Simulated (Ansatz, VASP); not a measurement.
## One calculation of LiF, two programs

```
CELL_PARAMETERS angstrom
2.51626 0.05423 0.00000
0.05423 2.51626 0.00000
0.00000 0.00000 2.51626
ATOMIC_POSITIONS crystal
Li 0.00000 0.00000 0.00000
F 0.50000 0.50000 0.50000
```

Change from the starting cell: shear_xy strain +4.3%.

Alike in both runs: task single point; functional r2SCAN; k mesh 10 × 10 × 10; no spin polarisation.

|  | VASP | Ansatz |
| --- | --- | --- |
| version | VASP 6.6.1 | Ansatz 0.2.0 |
| potentials or method | VASP PAW PBE potentials, release 64 (Li_sv, F_h) | plane waves, PAW |
| plane-wave cutoff (eV) | 910 | 500 |
| occupations | gaussian, width 0.01 eV | fixed |
| valence electrons in the cell | 10 | 10 |

Ansatz gave:

```
gap on the k mesh at the Fermi level (eV) : 8.92
```

Q: Which values does VASP return?

A: gap on the k mesh at the Fermi level (eV): 9.12.

VASP's potentials were made for PBE, not for r2SCAN.

Noted on VASP's run: the cutoff is short for stress, so the pressure is rough.
